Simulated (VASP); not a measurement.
# KBr (F-43m) in VASP: further runs

The runs below take KBr through single point, with HSE06, PBE-based screened hybrid with 40 % exact exchange.

Everything below comes from runs of VASP 6.6.1. Logs are shortened: lines on timing, memory, paths and dates and some standing lists are left out, and cuts for length are marked.

## Step 1: The cell of the first run

It takes space group F-43m (No. 216, cubic). Conventional cell: a = 7.377 Å, b = 7.377 Å, c = 7.377 Å, α = 90.00°, β = 90.00°, γ = 90.00°. Within 4.2 Å of K (site symmetry -43m) lie 4 Br at 3.19 Å. Br (site symmetry -43m) has 4 K at 3.19 Å within 4.2 Å.

## Step 2: Single point, HSE06

Input file POSCAR:

```
KBr
1.0
    0.0000000000      3.6882992816      3.6882992816
    3.6882992816      0.0000000000      3.6882992816
    3.6882992816      3.6882992816      0.0000000000
K Br
1 1
Direct
    0.0000000000      0.0000000000      0.0000000000
    0.2500000000      0.2500000000      0.2500000000
```

Input file INCAR.step1:

```
SYSTEM = KBr
PREC = Accurate
ENCUT = 520
EDIFF = 1E-5
ISMEAR = 0
SIGMA = 0.01
LREAL = .FALSE.
LASPH = .TRUE.
NELM = 100
ALGO = Normal
ISIF = 2
LWAVE = .TRUE.
LCHARG = .FALSE.
NBANDS = 15
GGA = PE
```

Input file INCAR.step2:

```
SYSTEM = KBr
PREC = Accurate
ENCUT = 520
EDIFF = 1E-6
ISMEAR = 0
SIGMA = 0.01
LREAL = .FALSE.
LASPH = .TRUE.
NELM = 100
ALGO = Normal
ISIF = 2
LWAVE = .FALSE.
LCHARG = .FALSE.
GGA = PE
LHFCALC = .TRUE.
HFSCREEN = 0.2079
PRECFOCK = Normal
NBANDS = 15
ISTART = 1
```

Input file KPOINTS:

```
Automatic mesh
0
G
  4 4 4
  0 0 0
```

Potentials or basis: VASP PAW PBE potentials, release 64 (K_sv, Br).

Launch:

```bash
$ cat potpaw_PBE.64/K_sv/POTCAR potpaw_PBE.64/Br/POTCAR > POTCAR
$ cp INCAR.step1 INCAR
$ mpirun -np 1 vasp_std > vasp.out
$ cp INCAR.step2 INCAR
$ mpirun -np 1 vasp_std > vasp.out
```

OUTCAR:

```text
SYSTEM = KBr
   PREC = Accurate
   ENCUT = 520
   EDIFF = 1E-6
   ISMEAR = 0
   LREAL = .FALSE.
   LASPH = .TRUE.
   NELM = 100
   ISIF = 2
   GGA = PE
   LHFCALC = .TRUE.
   HFSCREEN = 0.2079
   PRECFOCK = Normal
   ISTART = 1

 ion  position               nearest neighbor table
   1  0.000  0.000  0.000-   2 3.19   2 3.19   2 3.19   2 3.19
   2  0.250  0.250  0.250-   1 3.19   1 3.19   1 3.19   1 3.19

  LATTYP: Found a face centered cubic cell.
 ALAT       =     7.3765985632

  Lattice vectors:

 A1 = (   0.0000000000,   3.6882992816,   3.6882992816)
 A2 = (   3.6882992816,   0.0000000000,   3.6882992816)
 A3 = (   3.6882992816,   3.6882992816,   0.0000000000)

Analysis of symmetry for initial positions (statically):
=====================================================================
 Subroutine PRICEL returns:
 Original cell was already a primitive cell.

 Routine SETGRP: Setting up the symmetry group for a
 face centered cubic supercell.

 Subroutine GETGRP returns: Found 24 space group operations
 (whereof 24 operations were pure point group operations)
 out of a pool of 48 trial point group operations.

The static configuration has the point symmetry T_d .

Analysis of symmetry for dynamics (positions and initial velocities):
=====================================================================
 Subroutine PRICEL returns:
 Original cell was already a primitive cell.

 Routine SETGRP: Setting up the symmetry group for a
 face centered cubic supercell.

 Subroutine GETGRP returns: Found 24 space group operations
 (whereof 24 operations were pure point group operations)
 out of a pool of 48 trial point group operations.

The dynamic configuration has the point symmetry T_d .

 Subroutine INISYM returns: Found 24 space group operations
 (whereof 24 operations are pure point group operations),
 and found     1 'primitive' translations

----------------------------------------------------------------------------------------

                                     Primitive cell

  volume of cell :     100.3479

  direct lattice vectors                    reciprocal lattice vectors
     0.000000000  3.688299282  3.688299282    -0.135563836  0.135563836  0.135563836
     3.688299282  0.000000000  3.688299282     0.135563836 -0.135563836  0.135563836
     3.688299282  3.688299282  0.000000000     0.135563836  0.135563836 -0.135563836

  length of vectors
     5.216042866  5.216042866  5.216042866     0.234803452  0.234803452  0.234803452

  position of ions in fractional coordinates (direct lattice)
     0.000000000  0.000000000  0.000000000
     0.250000000  0.250000000  0.250000000

  ion indices of the primitive-cell ions
   primitive index   ion index
                 1           1
                 2           2

----------------------------------------------------------------------------------------

 KPOINTS: Automatic mesh

Automatic generation of k-mesh.
 Grid dimensions read from file:
 generate k-points for:    4    4    4

 Generating k-lattice:

  Cartesian coordinates                     Fractional coordinates (reciprocal lattice)
    -0.033890959  0.033890959  0.033890959     0.250000000  0.000000000  0.000000000
     0.033890959 -0.033890959  0.033890959     0.000000000  0.250000000  0.000000000
     0.033890959  0.033890959 -0.033890959     0.000000000  0.000000000  0.250000000

  Length of vectors
     0.058700863  0.058700863  0.058700863

  Shift w.r.t. Gamma in fractional coordinates (k-lattice)
     0.000000000  0.000000000  0.000000000

 Subroutine IBZKPT returns following result:
 ===========================================

 Found      8 irreducible k-points:

 Following reciprocal coordinates:
            Coordinates               Weight
  0.000000  0.000000  0.000000      1.000000
  0.250000  0.000000  0.000000      8.000000
  0.500000  0.000000  0.000000      4.000000
  0.250000  0.250000  0.000000      6.000000
  0.500000  0.250000  0.000000     24.000000
 -0.250000  0.250000  0.000000     12.000000
  0.500000  0.500000  0.000000      3.000000
 -0.250000  0.500000  0.250000      6.000000
   k-points           NKPTS =      8   k-points in BZ     NKDIM =     64   number of bands    NBANDS=     15
   number of dos      NEDOS =    301   number of ions     NIONS =      2
   total plane-waves  NPLWV =  64000
   dimension x,y,z NGX =    40 NGY =   40 NGZ =   40
   dimension x,y,z NGXF=    80 NGYF=   80 NGZF=   80
   ions per type =               1   1
   NGX,Y,Z   is equivalent  to a cutoff of  12.75, 12.75, 12.75 a.u.
   NGXF,Y,Z  is equivalent  to a cutoff of  25.50, 25.50, 25.50 a.u.
 SYSTEM =  KBr
   PREC   = accura    normal or accurate (medium, high low for compatibility)
   ISTART =      1    job   : 0-new  1-cont  2-samecut
   ICHARG =      0    charge: 1-file 2-atom 10-const
   ISPIN  =      1    spin polarized calculation?
   LNONCOLLINEAR =      F non collinear calculations
   LSORBIT =      F    spin-orbit coupling
   LASPH  =      T    aspherical Exc in radial PAW
   ENCUT  =  520.0 eV  38.22 Ry    6.18 a.u.   9.70  9.70  9.70*2*pi/ulx,y,z
   NELM   =    100;   NELMIN=  2; NELMDL=  0     # of ELM steps
   EDIFF  = 0.1E-05   stopping-criterion for ELM
   LREAL  =      F    real-space projection
   EDIFFG = 0.1E-04   stopping-criterion for IOM
   NSW    =      0    number of steps for IOM
   IBRION =     -1    ionic relax: 0-MD 1-quasi-New 2-CG
   NFREE  =      0    steps in history (QN), initial steepest desc. (CG)
   ISIF   =      2    stress and relaxation
   ISYM   =      3    0-nonsym 1-usesym 2-fastsym
   POTIM  = 0.5000    time-step for ionic-motion
   TEBEG  =    0.0;   TEEND  =   0.0 temperature during run
   PSTRESS=    0.0 pullay stress
   NELECT =      16.0000    total number of electrons
   NUPDOWN=      -1.0000    fix difference up-down
   EMIN   =  10.00;   EMAX   =-10.00  energy-range for DOS
   EFERMI =   0.00;   METHOD = LEGACY
   ISMEAR =     0;   SIGMA  =   0.01  broadening in eV -4-tet -1-fermi 0-gaus
   EFERMI_NEDOS =   21; number of points for ismear=-14 and -15
   IALGO  =     38    algorithm
   IMIX   =      1    mixing-type and parameters
     AMIX     =   0.40;   BMIX     =  1.00
     AMIX_MAG =   1.60;   BMIX_MAG =  1.00
  volume/ion in A,a.u.               =      50.17       338.59
  Fermi-wavevector in a.u.,A,eV,Ry     =   0.887725  1.677558 10.722159  0.788056
  Thomas-Fermi vector in A             =   2.009062
   LORBIT       =      0    0 simple, 1 ext, 2 COOP (PROOUT), +10 PAW based schemes
   GGA     = PE    functional components
   LHFCALC =     T    Hartree Fock is set to
   PRECFOCK=normal    Normal, Fast or Accurate (Low or Medium for compatibility)
   ENCUT4O =  -1.0   cutoff for four orbital integrals eV
   NKREDX  =     1    reduce k-point grid by
   NKREDY  =     1    reduce k-point grid by
   NKREDZ  =     1    reduce k-point grid by
   AEXX    =    0.2500 exact exchange contribution
   HFSCREEN=    0.2079 screening length (either q_TF or 0.3 A-1)
   HFSCREENC=   0.2079 screening length for correlation (either q_TF or 0.3 A-1)
   ENCUTFOCK=  -1.0 apply spherical cutoff to Coloumb kernel
   IVDW    =     0    specifies the selected vdW correction
   LEPSILON=     F    determine dielectric tensor
   LRPA    =     F    only Hartree local field effects (RPA)
 non-spin polarized calculation
 Gauss-broadening in eV      SIGMA  =   0.01
  energy-cutoff  :      520.00
  volume of cell :      100.35
 maximum number of plane-waves:      2733
 NGX is ok and might be reduce to    40
  NGX = 30; NGY = 30; NGZ = 30

 number of electron      15.9999997 magnetization

 Free energy of the ion-electron system (eV)
  ---------------------------------------------------
  ext. energy  EPLUGINS =         0.00000000
  ---------------------------------------------------
  free energy    TOTEN  =        -6.97203485 eV

  energy without entropy =       -6.97203485  energy(sigma->0) =       -6.97203485

 E-fermi :  -3.8736     XC(G=0):  -5.0232

 val. band max:       -3.9978629045   @ k =  -0.2500   0.2500   0.0000
 cond. band min:       1.3930498355   @ k =   0.0000   0.0000   0.0000
 fundamental gap:      5.3909127400
 Fermi energy:        -3.8735723790

 k-point     1 :       0.0000    0.0000    0.0000
  band No.  band energies     occupation
      1     -33.9628      2.00000
      2     -16.8740      2.00000
      3     -16.1059      2.00000
      4     -16.1059      2.00000
      5     -16.1059      2.00000
      6      -4.0105      2.00000
      7      -4.0105      2.00000
      8      -4.0105      2.00000
      9       1.3930      0.00000
     10       6.0758      0.00000
     11       6.0758      0.00000
     12       6.9666      0.00000
     13       6.9666      0.00000
     14       6.9666      0.00000
     15       7.7619      0.00000

 k-point     2 :       0.2500    0.0000    0.0000
  band No.  band energies     occupation
      1     -33.9620      2.00000
      2     -16.9781      2.00000
      3     -16.1095      2.00000
      4     -16.1095      2.00000
      5     -15.9869      2.00000
      6      -4.2267      2.00000
      7      -4.0045      2.00000
      8      -4.0045      2.00000
      9       2.2853      0.00000
     10       5.6230      0.00000
     11       5.6230      0.00000
     12       5.8270      0.00000
     13       6.9391      0.00000
     14       7.4802      0.00000
     15       7.4802      0.00000
[... 77 lines left out ...]
      3     -16.1231      2.00000
      4     -16.1231      2.00000
      5     -15.8190      2.00000
      6      -4.4421      2.00000
      7      -4.0204      2.00000
      8      -4.0204      2.00000
      9       3.1872      0.00000
     10       4.3826      0.00000
     11       6.2691      0.00000
     12       6.9434      0.00000
     13       6.9434      0.00000
     14       7.0752      0.00000
     15       7.5515      0.00000

 k-point     8 :      -0.2500    0.5000    0.2500
  band No.  band energies     occupation
      1     -33.9607      2.00000
      2     -17.1050      2.00000
      3     -16.1289      2.00000
      4     -16.1233      2.00000
      5     -15.8149      2.00000
      6      -4.2665      2.00000
      7      -4.2058      2.00000
      8      -4.0274      2.00000
      9       3.4745      0.00000
     10       4.4059      0.00000
     11       6.0208      0.00000
     12       6.1635      0.00000
     13       6.7906      0.00000
     14       7.2258      0.00000
     15       7.9880      0.00000

------------------------ aborting loop because EDIFF is reached ----------------------------------------

  FORCE on cell =-STRESS in cart. coord.  units (eV):
  Direction    XX          YY          ZZ          XY          YZ          ZX
  --------------------------------------------------------------------------------------
  -------------------------------------------------------------------------------------
  Total        0.1013886      0.1013886      0.1013886      0.0000000     -0.0000000      0.0000000
  in kB        1.6187928      1.6187928      1.6187928      0.0000000     -0.0000000      0.0000000
  external PRESSURE =       1.6187928 kB  Pullay stress =       0.0000000 kB

 VOLUME and BASIS-vectors are now :
 -----------------------------------------------------------------------------
  energy-cutoff  :      520.00
  volume of cell :      100.35
      direct lattice vectors                 reciprocal lattice vectors
     0.000000000  3.688299282  3.688299282    -0.135563836  0.135563836  0.135563836
     3.688299282  0.000000000  3.688299282     0.135563836 -0.135563836  0.135563836
     3.688299282  3.688299282  0.000000000     0.135563836  0.135563836 -0.135563836

 POSITION                                       TOTAL-FORCE (eV/Angst)
 -----------------------------------------------------------------------------------
      0.00000      0.00000      0.00000        -0.000000     -0.000000     -0.000000
      1.84415      1.84415      1.84415         0.000000      0.000000      0.000000
 -----------------------------------------------------------------------------------
    total drift:                                0.000001     -0.000000     -0.000005

  FREE ENERGIE OF THE ION-ELECTRON SYSTEM (eV)
  ---------------------------------------------------
  free  energy   TOTEN  =        -6.9720348525 eV

  energy  without entropy=       -6.9720348525  energy(sigma->0) =       -6.97203485
```

It took 25 min on 1 thread of AMD EPYC, shared host; peak memory 0.33 GiB.

Results:

```yaml
Free_energy: -6.9720 eV
Pressure: 0.2 GPa
Band_gap_on_the_k_mesh: 5.39 eV (least direct gap 5.40 eV)
```

Levels at points of the mesh, in eV from the valence-band top:
```tsv
k point	band 6	band 7	band 8	band 9	band 10	band 11
(0.00, 0.00, 0.00)	-0.01	-0.01	-0.01	5.39	10.07	10.07
(0.50, 0.00, 0.00)	-0.40	0.00	0.00	7.69	8.15	9.52
(0.50, 0.50, 0.00)	-0.44	-0.02	-0.02	7.19	8.38	10.27
```

Caveat: the PAW data sets were made with another functional, which shifts forces and pressure a little. A k mesh can miss the band edges.

## Step 3: Single point, PBE-based screened hybrid with 40 % exact exchange

POSCAR is that of step 2.

Input file INCAR.step1:

```
SYSTEM = KBr
PREC = Accurate
ENCUT = 520
EDIFF = 1E-5
ISMEAR = 0
SIGMA = 0.01
LREAL = .FALSE.
LASPH = .TRUE.
NELM = 60
ALGO = Normal
ISIF = 2
LWAVE = .TRUE.
GGA = PE
NBANDS = 15
```

Input file INCAR.step2:

```
SYSTEM = KBr
PREC = Accurate
ENCUT = 520
EDIFF = 1E-6
ISMEAR = 0
SIGMA = 0.01
LREAL = .FALSE.
LASPH = .TRUE.
NELM = 60
ALGO = Normal
ISIF = 2
LWAVE = .FALSE.
LCHARG = .TRUE.
GGA = PE
LHFCALC = .TRUE.
AEXX = 0.4
HFSCREEN = 0.5
PRECFOCK = Normal
LELF = .TRUE.
LVHAR = .TRUE.
ISTART = 1
NBANDS = 15
```

KPOINTS is that of step 2.

Potentials or basis: VASP PAW PBE potentials, release 64 (K_sv, Br).

Launch:

```bash
$ cat potpaw_PBE.64/K_sv/POTCAR potpaw_PBE.64/Br/POTCAR > POTCAR
$ cp INCAR.step1 INCAR
$ mpirun -np 1 vasp_std > vasp.out
$ cp INCAR.step2 INCAR
$ mpirun -np 1 vasp_std > vasp.out
```

OUTCAR:

```text
SYSTEM = KBr
   PREC = Accurate
   ENCUT = 520
   EDIFF = 1E-6
   ISMEAR = 0
   LREAL = .FALSE.
   LASPH = .TRUE.
   NELM = 60
   ISIF = 2
   GGA = PE
   LHFCALC = .TRUE.
   AEXX = 0.4
   HFSCREEN = 0.5
   PRECFOCK = Normal
   ISTART = 1

 ion  position               nearest neighbor table
   1  0.000  0.000  0.000-   2 3.19   2 3.19   2 3.19   2 3.19
   2  0.250  0.250  0.250-   1 3.19   1 3.19   1 3.19   1 3.19

  LATTYP: Found a face centered cubic cell.
 ALAT       =     7.3765985632

  Lattice vectors:

 A1 = (   0.0000000000,   3.6882992816,   3.6882992816)
 A2 = (   3.6882992816,   0.0000000000,   3.6882992816)
 A3 = (   3.6882992816,   3.6882992816,   0.0000000000)

Analysis of symmetry for initial positions (statically):
=====================================================================
 Subroutine PRICEL returns:
 Original cell was already a primitive cell.

 Routine SETGRP: Setting up the symmetry group for a
 face centered cubic supercell.

 Subroutine GETGRP returns: Found 24 space group operations
 (whereof 24 operations were pure point group operations)
 out of a pool of 48 trial point group operations.
[... 167 lines left out ...]
      4     -16.2767      2.00000
      5     -16.2767      2.00000
      6      -3.9182      2.00000
      7      -3.9182      2.00000
      8      -3.9182      2.00000
      9       1.2571      0.00000
     10       5.9100      0.00000
     11       5.9100      0.00000
     12       6.8039      0.00000
     13       6.8039      0.00000
     14       6.8039      0.00000
[... 113 lines left out ...]
      2     -17.3020      2.00000
      3     -16.2974      2.00000
      4     -16.2922      2.00000
      5     -15.9944      2.00000
      6      -4.1613      2.00000
      7      -4.0983      2.00000
      8      -3.9305      2.00000
      9       3.3265      0.00000
     10       4.2463      0.00000
     11       5.8444      0.00000
     12       5.9751      0.00000
     13       6.6383      0.00000
     14       7.0882      0.00000
     15       7.8680      0.00000

------------------------ aborting loop because EDIFF is reached ----------------------------------------

  FORCE on cell =-STRESS in cart. coord.  units (eV):
  Direction    XX          YY          ZZ          XY          YZ          ZX
  --------------------------------------------------------------------------------------
  -------------------------------------------------------------------------------------
  Total        0.0632351      0.0632351      0.0632351     -0.0000000     -0.0000000     -0.0000000
  in kB        1.0096253      1.0096253      1.0096253     -0.0000000     -0.0000000     -0.0000000
  external PRESSURE =       1.0096253 kB  Pullay stress =       0.0000000 kB

 VOLUME and BASIS-vectors are now :
 -----------------------------------------------------------------------------
  energy-cutoff  :      520.00
  volume of cell :      100.35
      direct lattice vectors                 reciprocal lattice vectors
     0.000000000  3.688299282  3.688299282    -0.135563836  0.135563836  0.135563836
     3.688299282  0.000000000  3.688299282     0.135563836 -0.135563836  0.135563836
     3.688299282  3.688299282  0.000000000     0.135563836  0.135563836 -0.135563836

 POSITION                                       TOTAL-FORCE (eV/Angst)
 -----------------------------------------------------------------------------------
      0.00000      0.00000      0.00000         0.000000      0.000000      0.000000
      1.84415      1.84415      1.84415        -0.000000     -0.000000     -0.000000
 -----------------------------------------------------------------------------------
    total drift:                                0.000002     -0.000000     -0.000007

  FREE ENERGIE OF THE ION-ELECTRON SYSTEM (eV)
  ---------------------------------------------------
  free  energy   TOTEN  =        -6.8655928441 eV

  energy  without entropy=       -6.8655928441  energy(sigma->0) =       -6.86559284
```

OUTCAR.step1:

```text
SYSTEM = KBr
   PREC = Accurate
   ENCUT = 520
   EDIFF = 1E-5
   ISMEAR = 0
   LREAL = .FALSE.
   LASPH = .TRUE.
[... 347 lines left out ...]
      0.00000      0.00000      0.00000        -0.000000     -0.000000     -0.000000
      1.84415      1.84415      1.84415         0.000000      0.000000      0.000000
 -----------------------------------------------------------------------------------
    total drift:                               -0.000000     -0.000000     -0.000000

  FREE ENERGIE OF THE ION-ELECTRON SYSTEM (eV)
  ---------------------------------------------------
  free  energy   TOTEN  =        -6.0347745325 eV

  energy  without entropy=       -6.0347745325  energy(sigma->0) =       -6.03477453
```

Wall time 21 min (1 thread of AMD EPYC, shared host); peak memory 0.33 GiB.

Results:

| Quantity | Value |
| --- | --- |
| Free energy | -6.8656 eV |
| Pressure | 0.1 GPa |
| Band gap on the k mesh | 5.16 eV (least direct gap 5.18 eV) |

Levels at points of the mesh, in eV from the valence-band top:
| k point | band 4 | band 5 | band 6 | band 7 | band 8 | band 9 | band 10 | band 11 | band 12 | band 13 |
| --- | --- | --- | --- | --- | --- | --- | --- | --- | --- | --- |
| (0.00, 0.00, 0.00) | -12.37 | -12.37 | -0.01 | -0.01 | -0.01 | 5.16 | 9.81 | 9.81 | 10.71 | 10.71 |
| (0.50, 0.00, 0.00) | -12.38 | -12.16 | -0.38 | 0.00 | 0.00 | 7.44 | 7.89 | 9.26 | 9.26 | 10.93 |
| (0.50, 0.50, 0.00) | -12.39 | -12.09 | -0.42 | -0.02 | -0.02 | 6.95 | 8.13 | 9.98 | 10.70 | 10.70 |

Caveat: the PAW data sets were made with another functional, which shifts forces and pressure a little. A k mesh can miss the band edges.
